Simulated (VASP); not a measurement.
# Cu64H (a cell with a defect) in VASP: notebook

The runs below take Cu64H (a cell with a defect) through single point, with PBE.

All numbers are computed with VASP 6.6.1; they aren't measurements. Logs are shortened: lines on timing, memory, paths and dates and some standing lists are left out, and cuts for length are marked.

**1. The cell of the first run**

The cell holds a defect, 65 atoms: a = 10.268 Å, b = 10.268 Å, c = 10.268 Å, α = 60.00°, β = 60.00°, γ = 60.00°.

**2. Single point, PBE**

INCAR reads:

```
PREC = Accurate
ENCUT = 520
EDIFF = 1E-6
ISMEAR = 1
SIGMA = 0.1
LREAL = Auto
LASPH = T
NELM = 60
ALGO = Normal
ISIF = 2
LWAVE = F
LCHARG = F
GGA = PE
NBANDS = 390
LUSENCCL = F
```

KPOINTS reads:

```
regular mesh
0
Gamma
  2 2 2
```

POSCAR reads:

```
Cu64H
1.0
    0.0000000000      7.2607001300      7.2607001300
    7.2607001300      0.0000000000      7.2607001300
    7.2607001300      7.2607001300      0.0000000000
Cu H
64 1
Direct
   -0.0004589089      0.0007906951     -0.0004376988
   -0.0004665528      0.0007761648      0.2495995520
   -0.0024312394      0.0011356343      0.5006863574
   -0.0022772597      0.0012569724      0.7503494708
   -0.0000561241      0.2488485225      0.0005271530
   -0.0023928133      0.2503454856      0.2522797344
   -0.0024277273      0.2511909275      0.5006869771
   -0.0018382525      0.2506894607      0.7494912202
   -0.0000315397      0.5012500082      0.0005106946
   -0.0004620767      0.5006690725      0.2495932854
   -0.0004129767      0.5008670562      0.4992103289
   -0.0002898481      0.5018040182      0.7472696025
   -0.0004533309      0.7506844247     -0.0004428636
   -0.0003109204      0.7508280748      0.2492320944
   -0.0004102221      0.7509162205      0.4992092271
   -0.0018360488      0.7522496319      0.7494841961
    0.2503432131     -0.0014119850      0.0004268183
    0.2483507055     -0.0014378779      0.2527464249
    0.2479032280      0.0010139518      0.5006524075
    0.2485429735     -0.0004699271      0.7500330412
    0.2524754455      0.2423371670      0.0133921658
    0.2483481576      0.2509188463      0.2527436015
    0.2485325062      0.2511869334      0.4985864910
    0.2525627649      0.2439375636      0.7426547583
    0.2503506504      0.5012099295      0.0004166265
    0.2496543677      0.5008363429      0.2493860740
    0.2503400454      0.5014773968      0.4972806941
    0.2525801875      0.5114596297      0.7426093770
    0.2496730987      0.7508185715     -0.0007388406
    0.2496558827      0.7506937902      0.2493869004
    0.2485360871      0.7522879202      0.4985705146
    0.2485477940      0.7524850086      0.7500305621
    0.5004712266     -0.0010987232      0.0004399713
    0.4977343005      0.0014347790      0.2499734829
    0.4978997115      0.0015420689      0.4998922191
    0.5003914822     -0.0006405030      0.7493245007
    0.5004650288      0.2507669326      0.0004423127
    0.4998270738      0.2509810993      0.2493132160
    0.5003540891      0.2509081724      0.4979675424
    0.4990115189      0.2507210004      0.7501421216
    0.5000967448      0.5008823440     -0.0009127908
    0.5001333115      0.5008365495      0.2487693979
    0.5003679996      0.5013545436      0.4979517037
    0.5004008477      0.5015145144      0.7493185785
    0.5000988796      0.7505119207     -0.0009125842
    0.4998363016      0.7504556589      0.2493052278
    0.4979028792      0.7512462163      0.4998891891
    0.4998456671      0.7508079665      0.7491296160
    0.7492575651      0.0006735576     -0.0000189376
    0.7488690350      0.0015032297      0.2493005451
    0.7492945450      0.0008143843      0.4991716963
    0.7474503013      0.0015061220      0.7502133957
    0.7501410198      0.2512227426     -0.0010346110
    0.7499997111      0.2511329441      0.2489445877
    0.7472684318      0.2514009623      0.5005123383
    0.7474516097      0.2514190047      0.7502131892
    0.7515129261      0.5002779257     -0.0014809867
    0.7500135528      0.5005000117      0.2489330874
    0.7493011559      0.5013012430      0.4991666003
    0.7500494308      0.5006887676      0.7492942695
    0.7501539662      0.7502512020     -0.0010419105
    0.7488735800      0.7509064419      0.2492948982
    0.7489632408      0.7510415528      0.4995360551
    0.7500475715      0.7505596433      0.7492911706
    0.2117815737      0.3453502355      0.8481630407
```

Potentials or basis: VASP PAW PBE potentials, release 64 (Cu, H).

Started as:

```console
$ cat potpaw_PBE.64/Cu/POTCAR potpaw_PBE.64/H/POTCAR > POTCAR
$ mpirun -np 1 vasp_std > vasp.out
```

OUTCAR:

```text
PREC = Accurate
   ENCUT = 520
   EDIFF = 1E-6
   ISMEAR = 1
   LREAL = Auto
   LASPH = T
   NELM = 60
   ISIF = 2
   GGA = PE

 ion  position               nearest neighbor table
   1  1.000  0.001  1.000-   5 2.55  20 2.56  14 2.57   4 2.57  53 2.57   8 2.57   2 2.57  29 2.57
                            13 2.57  49 2.57  17 2.57  50 2.57
   2  1.000  0.001  0.250-   5 2.55  18 2.56  15 2.56  51 2.57  54 2.57   6 2.57  17 2.57   1 2.57
                            14 2.57  30 2.57   3 2.57  50 2.57
   3  0.998  0.001  0.501-   6 2.55  16 2.56  51 2.56  18 2.56   4 2.57  52 2.57  31 2.57  15 2.57
                             7 2.57  19 2.57  55 2.57   2 2.57
   4  0.998  0.001  0.750-  49 2.56  16 2.56   8 2.56   7 2.56   3 2.57  32 2.57  20 2.57   1 2.57
                            13 2.57  19 2.57  52 2.57  56 2.57
   5  1.000  0.249  0.001-   2 2.55   1 2.55  54 2.56  53 2.56  57 2.57  17 2.57   8 2.58   6 2.58
                             9 2.59  12 2.60  24 2.62  21 2.63
   6  0.998  0.250  0.252-  21 2.54   3 2.55   7 2.55  58 2.56  54 2.56  55 2.56  10 2.57   2 2.57
                            22 2.58  18 2.58   5 2.58   9 2.58
   7  0.998  0.251  0.501-   6 2.55   8 2.56  59 2.56  22 2.56   4 2.56  56 2.57  23 2.57  11 2.57
                             3 2.57  19 2.57  55 2.57  10 2.57
   8  0.998  0.251  0.749-  24 2.54  53 2.55   7 2.56  60 2.56   4 2.56  56 2.57   1 2.57  11 2.57
                            23 2.57  20 2.57  12 2.58   5 2.58
   9  1.000  0.501  0.001-  10 2.55  13 2.55  58 2.56  61 2.56  57 2.57  25 2.57  16 2.58   6 2.58
[... 96 lines left out ...]
                             9 2.57  42 2.58  45 2.58  41 2.58
  58  0.750  0.501  0.249-   6 2.56   9 2.56  43 2.56  54 2.56  57 2.56  42 2.56  61 2.57  10 2.57
                            62 2.57  46 2.57  59 2.57  55 2.57
  59  0.749  0.501  0.499-   7 2.56  43 2.56  44 2.56  62 2.56  63 2.56  10 2.57  11 2.57  60 2.57
                            55 2.57  58 2.57  56 2.57  47 2.57
  60  0.750  0.501  0.749-   8 2.56  12 2.56  44 2.56  53 2.56  57 2.56  11 2.57  64 2.57  41 2.57
                            63 2.57  56 2.57  48 2.57  59 2.57
  61  0.750  0.750  0.999-  16 2.55  33 2.56   9 2.56  57 2.56  64 2.56  45 2.57  58 2.57  13 2.57
                            52 2.57  62 2.57  46 2.57  49 2.57
  62  0.749  0.751  0.249-  46 2.56  49 2.56  59 2.56  58 2.57  61 2.57  13 2.57  63 2.57  10 2.57
                            50 2.57  14 2.57  47 2.58  34 2.58
  63  0.749  0.751  0.500-  48 2.56  59 2.56  51 2.56  60 2.57  64 2.57  50 2.57  62 2.57  11 2.57
                            15 2.57  14 2.57  47 2.58  35 2.58
  64  0.750  0.751  0.749-  16 2.56  12 2.56  36 2.56  61 2.56  57 2.56  15 2.57  60 2.57  45 2.57
                            63 2.57  52 2.57  48 2.57  51 2.57
  65  0.212  0.345  0.848-  21 1.63  28 1.63  24 1.63

  LATTYP: Found a face centered cubic cell.
 ALAT       =    14.5214002600

  Lattice vectors:

 A1 = (   0.0000000000,   7.2607001300,   7.2607001300)
 A2 = (   7.2607001300,   0.0000000000,   7.2607001300)
 A3 = (   7.2607001300,   7.2607001300,   0.0000000000)

Analysis of symmetry for initial positions (statically):
=====================================================================
 Subroutine PRICEL returns:
 Original cell was already a primitive cell.

 Routine SETGRP: Setting up the symmetry group for a
 face centered cubic supercell.

 Subroutine GETGRP returns: Found  1 space group operations
 (whereof  1 operations were pure point group operations)
 out of a pool of 48 trial point group operations.

The static configuration has the point symmetry C_1 .

Analysis of symmetry for dynamics (positions and initial velocities):
=====================================================================
 Subroutine PRICEL returns:
 Original cell was already a primitive cell.

 Routine SETGRP: Setting up the symmetry group for a
 face centered cubic supercell.

 Subroutine GETGRP returns: Found  1 space group operations
 (whereof  1 operations were pure point group operations)
 out of a pool of 48 trial point group operations.

The dynamic configuration has the point symmetry C_1 .

 Subroutine INISYM returns: Found  1 space group operations
 (whereof  1 operations are pure point group operations),
 and found     1 'primitive' translations

----------------------------------------------------------------------------------------
[... 170 lines left out ...]
 ===========================================

 Found      8 irreducible k-points:

 Following reciprocal coordinates:
            Coordinates               Weight
  0.000000  0.000000  0.000000      1.000000
  0.500000  0.000000  0.000000      1.000000
  0.000000  0.500000  0.000000      1.000000
  0.000000  0.000000  0.500000      1.000000
  0.500000  0.500000  0.500000      1.000000
  0.500000  0.500000  0.000000      1.000000
  0.000000  0.500000  0.500000      1.000000
  0.500000  0.000000  0.500000      1.000000
   k-points           NKPTS =      8   k-points in BZ     NKDIM =      8   number of bands    NBANDS=    390
   number of dos      NEDOS =    301   number of ions     NIONS =     65
   total plane-waves  NPLWV = 512000
   dimension x,y,z NGX =    80 NGY =   80 NGZ =   80
   dimension x,y,z NGXF=   160 NGYF=  160 NGZF=  160
   ions per type =              64   1
   NGX,Y,Z   is equivalent  to a cutoff of  12.95, 12.95, 12.95 a.u.
   NGXF,Y,Z  is equivalent  to a cutoff of  25.90, 25.90, 25.90 a.u.
 SYSTEM =  unknown system
   PREC   = accura    normal or accurate (medium, high low for compatibility)
   ISTART =      0    job   : 0-new  1-cont  2-samecut
   ICHARG =      2    charge: 1-file 2-atom 10-const
   ISPIN  =      1    spin polarized calculation?
   LNONCOLLINEAR =      F non collinear calculations
   LSORBIT =      F    spin-orbit coupling
   LASPH  =      T    aspherical Exc in radial PAW
   ENCUT  =  520.0 eV  38.22 Ry    6.18 a.u.  19.09 19.09 19.09*2*pi/ulx,y,z
   NELM   =     60;   NELMIN=  2; NELMDL= -5     # of ELM steps
   EDIFF  = 0.1E-05   stopping-criterion for ELM
   LREAL  =      T    real-space projection
   EDIFFG = 0.1E-04   stopping-criterion for IOM
   NSW    =      0    number of steps for IOM
   IBRION =     -1    ionic relax: 0-MD 1-quasi-New 2-CG
   NFREE  =      0    steps in history (QN), initial steepest desc. (CG)
   ISIF   =      2    stress and relaxation
   ISYM   =      2    0-nonsym 1-usesym 2-fastsym
   POTIM  = 0.5000    time-step for ionic-motion
   TEBEG  =    0.0;   TEEND  =   0.0 temperature during run
   PSTRESS=    0.0 pullay stress
   NELECT =     705.0000    total number of electrons
   NUPDOWN=      -1.0000    fix difference up-down
   EMIN   =  10.00;   EMAX   =-10.00  energy-range for DOS
   EFERMI =   0.00;   METHOD = LEGACY
   ISMEAR =     1;   SIGMA  =   0.10  broadening in eV -4-tet -1-fermi 0-gaus
   EFERMI_NEDOS =   21; number of points for ismear=-14 and -15
   IALGO  =     38    algorithm
   IMIX   =      4    mixing-type and parameters
     AMIX     =   0.40;   BMIX     =  1.00
     AMIX_MAG =   1.60;   BMIX_MAG =  1.00
  volume/ion in A,a.u.               =      11.78        79.48
  Fermi-wavevector in a.u.,A,eV,Ry     =   1.592756  3.009873 34.516254  2.536873
  Thomas-Fermi vector in A             =   2.691092
   LORBIT       =      0    0 simple, 1 ext, 2 COOP (PROOUT), +10 PAW based schemes
   GGA     = PE    functional components
   LHFCALC =     F    Hartree Fock is set to
   AEXX    =    0.0000 exact exchange contribution
   IVDW    =     0    specifies the selected vdW correction
   LEPSILON=     F    determine dielectric tensor
   LRPA    =     F    only Hartree local field effects (RPA)
 non-spin polarized calculation
 Methfessel and Paxton  Order N= 1 SIGMA  =   0.10
  energy-cutoff  :      520.00
  volume of cell :      765.54
 maximum number of plane-waves:     20678
 NGX is ok and might be reduce to    80
   NGX = 39   NGY = 39   NGZ = 39

 number of electron     704.9999917 magnetization

 Free energy of the ion-electron system (eV)
  ---------------------------------------------------
  ext. energy  EPLUGINS =         0.00000000
  ---------------------------------------------------
  free energy    TOTEN  =      -239.46340558 eV

  energy without entropy =     -239.46425931  energy(sigma->0) =     -239.46369015

 E-fermi :   7.3630     XC(G=0): -12.6643

 val. band max:        7.3122726558   @ k =   0.5000   0.0000   0.0000
 cond. band min:       7.4653000471   @ k =   0.5000   0.0000   0.0000
 fundamental gap:      0.1530273914
 Fermi energy:         7.3629910052

 k-point     1 :       0.0000    0.0000    0.0000
  band No.  band energies     occupation
      1      -2.0556      2.00000
      2      -1.0570      2.00000
      3       0.2787      2.00000
      4       0.2792      2.00000
      5       0.2839      2.00000
      6       0.2892      2.00000
[... 2925 lines left out ...]
    363       9.5081      0.00000
    364       9.5267      0.00000
 [bands above 364 left out]

------------------------ aborting loop because EDIFF is reached ----------------------------------------

  FORCE on cell =-STRESS in cart. coord.  units (eV):
  Direction    XX          YY          ZZ          XY          YZ          ZX
  --------------------------------------------------------------------------------------
  -------------------------------------------------------------------------------------
  Total        9.2959973      9.3999146      9.2970585      0.5613226     -0.5588998      0.4827188
  in kB       19.4554408     19.6729276     19.4576617      1.1747829     -1.1697123      1.0102743
  external PRESSURE =      19.5286767 kB  Pullay stress =       0.0000000 kB

 VOLUME and BASIS-vectors are now :
 -----------------------------------------------------------------------------
  energy-cutoff  :      520.00
  volume of cell :      765.54
      direct lattice vectors                 reciprocal lattice vectors
     0.000000000  7.260700130  7.260700130    -0.068863882  0.068863882  0.068863882
     7.260700130  0.000000000  7.260700130     0.068863882 -0.068863882  0.068863882
     7.260700130  7.260700130  0.000000000     0.068863882  0.068863882 -0.068863882

 POSITION                                       TOTAL-FORCE (eV/Angst)
 -----------------------------------------------------------------------------------
      7.26326     14.51489      7.26311        -0.002279      0.004095      0.002521
      1.81790      9.06958      7.26295        -0.003284      0.002770      0.001257
      3.64358     10.87838      7.25129        -0.004338      0.000552      0.004750
      5.45719     12.69223      7.25329        -0.002078      0.002720      0.002138
      1.81064      7.26412      9.06711        -0.009912      0.009577      0.006475
      3.64941      9.07505      9.06101        -0.011607      0.002572      0.011362
[... 57 lines left out ...]
     10.88997     10.88625     10.89546        -0.002447      0.009315     -0.000070
      8.66574      7.69594      4.04517         0.249504     -0.290460     -0.250273
 -----------------------------------------------------------------------------------
    total drift:                                0.005074     -0.004935     -0.000357

  FREE ENERGIE OF THE ION-ELECTRON SYSTEM (eV)
  ---------------------------------------------------
  free  energy   TOTEN  =      -239.4634055754 eV

  energy  without entropy=     -239.4642593051  energy(sigma->0) =     -239.46369015
```

Wall time 11 min (1 × NVIDIA H100 80GB with 1 thread of AMD EPYC 7R13 (Zen 3), shared host); peak memory 2.8 GiB.

Results:

| Item | Value |
| --- | --- |
| Free energy | -239.4634 eV |
| Pressure | 2.0 GPa |
| Largest force | 0.457 eV/Å |
| Band gap on the k mesh | zero (an odd number of electrons rules out a gap without spin polarisation) |

Forces on the atoms (eV/Å):
```
Cu  -0.002  0.004  0.003
Cu  -0.003  0.003  0.001
Cu  -0.004  0.001  0.005
Cu  -0.002  0.003  0.002
Cu  -0.010  0.010  0.006
Cu  -0.012  0.003  0.011
Cu  -0.005  0.000  0.004
Cu  -0.004  0.003  0.002
Cu  -0.006  0.010  0.010
Cu  -0.002  0.003  0.003
Cu   0.000  0.004  0.002
Cu  -0.008  0.010  0.008
Cu  -0.003  0.004  0.002
Cu   0.002  0.001 -0.002
Cu  -0.002  0.004  0.000
Cu  -0.003  0.003  0.004
Cu  -0.006  0.006  0.004
Cu  -0.005 -0.004  0.008
Cu  -0.003 -0.001  0.003
Cu  -0.003  0.003 -0.001
Cu  -0.033  0.021  0.033
Cu  -0.008 -0.004  0.005
Cu  -0.004 -0.002  0.002
Cu  -0.037  0.017  0.014
Cu  -0.004  0.006  0.006
Cu  -0.001  0.003  0.001
Cu  -0.004  0.005  0.004
Cu  -0.013  0.017  0.037
Cu   0.000  0.004  0.000
Cu  -0.001  0.003  0.001
Cu  -0.002 -0.002  0.004
Cu   0.001  0.003  0.003
Cu  -0.007  0.003  0.006
Cu  -0.001  0.001  0.001
Cu   0.003  0.003  0.000
Cu  -0.001  0.009  0.003
Cu  -0.005  0.004  0.007
Cu  -0.002  0.004  0.003
Cu  -0.003  0.006  0.006
Cu   0.010 -0.009 -0.010
Cu   0.000  0.007  0.002
Cu  -0.002  0.004  0.002
Cu  -0.006  0.006  0.003
Cu  -0.003  0.009  0.001
Cu  -0.002  0.007  0.000
Cu  -0.003  0.004  0.002
Cu   0.000  0.003 -0.003
Cu   0.000  0.007  0.000
Cu  -0.003  0.006  0.003
Cu   0.000  0.003  0.001
Cu  -0.003  0.004  0.001
Cu  -0.002  0.004  0.002
Cu  -0.001  0.007  0.004
Cu  -0.003  0.005  0.006
Cu  -0.004  0.004  0.004
Cu  -0.002  0.004  0.002
Cu  -0.004  0.007  0.003
Cu  -0.006  0.005  0.003
Cu  -0.001  0.004  0.004
Cu   0.000  0.009  0.002
Cu  -0.004  0.007  0.001
Cu  -0.001  0.003  0.001
Cu   0.001  0.004 -0.001
Cu  -0.002  0.009  0.000
H    0.250 -0.290 -0.250
```

Caveat: the k points lie up to 0.37 Å⁻¹ apart, too coarse for converged energies and pressures of a metal.

(Continued in part 2 of 2.)

The gap in the log of VASP goes by the Fermi energy; the results here count the filled bands.